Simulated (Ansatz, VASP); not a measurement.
# CdF2 in VASP and in Ansatz

Contents of INCAR:

```
SYSTEM = CdF2
ALGO = Normal
EDIFF = 1E-6
ENCUT = 520
GGA = PS
ISIF = 2
ISMEAR = 0
LASPH = .TRUE.
LCHARG = .FALSE.
LREAL = .FALSE.
LWAVE = .FALSE.
NBANDS = 20
NELM = 80
PREC = Accurate
SIGMA = 0.05
```

KPOINTS

```
k-points
0
G
  8 8 8
  0 0 0
```

POSCAR

```
CdF2
1.0
    0.6566750031      3.0591445268      3.0591445268
    3.0591445268      0.6566750031      3.0591445268
    3.0591445268      3.0591445268      0.6566750031
Cd F
1 2
Direct
    0.0000000000      0.0000000000      0.0000000000
    0.2500000000      0.2500000000      0.2500000000
    0.7500000000      0.7500000000      0.7500000000
```

Input for Ansatz:

```yaml
crystal:
  lattice:
    - [0.6566750031, 3.0591445268, 3.0591445268]
    - [3.0591445268, 0.6566750031, 3.0591445268]
    - [3.0591445268, 3.0591445268, 0.6566750031]
  atoms:
    - { symbol: Cd, position: [0.0, 0.0, 0.0] }
    - { symbol: F, position: [0.25, 0.25, 0.25] }
    - { symbol: F, position: [0.75, 0.75, 0.75] }
basis:
  ecutwfc: 420
kpoints:
  mp_grid: { grid: [8, 8, 8] }
hamiltonian:
  xc: pbesol
scf:
  occupations: { method: gaussian, width: 0.05 }
output:
  forces: true
  stress: true
  eigenvalues: true
```

Alike in both runs: task single point; functional PBEsol; k mesh 8 × 8 × 8; occupations gaussian, width 0.05 eV; no spin polarisation.

|  | VASP | Ansatz |
| --- | --- | --- |
| version | VASP 6.6.1 | Ansatz 0.2.0 |
| potentials or method | VASP PAW PBE potentials, release 64 (Cd, F), cutoff 520 eV | scalar-relativistic, plane waves, PAW |
| valence electrons in the cell | 26 | 34 |

Ansatz gave:

* gap on the k mesh at the Fermi level (eV): 3.18
* least direct gap on the mesh (eV): 3.32
* pressure (GPa): 9.8
* traceless stress, the component that is largest in VASP (GPa): -3.19
* rms of the force components (eV/Å): 0.194

Q: Which values does VASP return?

A: gap on the k mesh at the Fermi level (eV): 3.14; least direct gap on the mesh (eV): 3.28; pressure (GPa): 11.2; traceless stress, the component that is largest in VASP (GPa): -3.60; rms of the force components (eV/Å): 0.246.

VASP's potentials were made for PBE, not for PBEsol. Atom by atom the forces differ by 0.053 eV/Å (rms over components). VASP's potentials hold 26 valence electrons a cell and Ansatz's 34, so a difference there can come from the potentials and not from the codes.
